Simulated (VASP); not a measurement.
Set up this calculation in VASP 6.6.1, as the native input.

* Task: single point
* Functional: PBEsol
* Potentials or basis: VASP PAW PBE potentials, release 64 (Ga_d, N)
* Cutoff: 520 eV
* k mesh: 8 × 8 × 6
* Occupations: gaussian, width 0.01 eV
* Spin: no spin polarisation
* Dipole correction: no
* Further INCAR settings: ALGO = Normal; EDIFF = 1e-06; NBANDS = 26

The structure of GaN lies in POSCAR:

```
GaN
1.0
    3.1900000000      0.0000000000      0.0000000000
   -1.5950000000      2.7626210381      0.0000000000
    0.0000000000      0.0000000000      5.1900000000
Ga N
2 2
Direct
    0.3333333333      0.6666666667      0.0000000000
    0.6666666667      0.3333333333      0.5000000000
    0.3333333333      0.6666666667      0.3770000000
    0.6666666667      0.3333333333      0.8770000000
```

These files were run (other wordings do the same):

INCAR

```
PREC     = Accurate       # precision mode
ENCUT    = 520            # plane-wave cutoff, eV
EDIFF    = 1E-6           # SCF threshold, eV
ISMEAR   = 0              # smearing method
SIGMA    = 0.01           # smearing width, eV
LREAL    = False          # projectors in reciprocal space
LASPH    = True           # aspherical terms in the spheres
NELM     = 100            # most SCF steps
ALGO     = Normal         # electronic algorithm
ISIF     = 2              # what is computed and relaxed
LWAVE    = False          # write WAVECAR
LCHARG   = False          # write CHGCAR
GGA      = PS             # functional
NBANDS   = 26             # bands
```

KPOINTS

```
regular mesh
0
Gamma
  8 8 6
```

Potentials or basis: VASP PAW PBE potentials, release 64 (Ga_d, N).

Command:

```sh
$ cat potpaw_PBE.64/Ga_d/POTCAR potpaw_PBE.64/N/POTCAR > POTCAR
$ mpirun -np 1 vasp_std > vasp.out
```

Results of the run:

- Pressure: -1.2 GPa
- Largest force: 0.008 eV/Å
- Band gap on the k mesh: 1.86 eV, direct

Caveat: the PAW data sets were made with another functional, which shifts forces and pressure a little.

Run time: 17 s on 1 thread of Intel(R) Xeon(R) 6975P-C (Granite Rapids), on a shared host, peak memory 0.17 GiB.
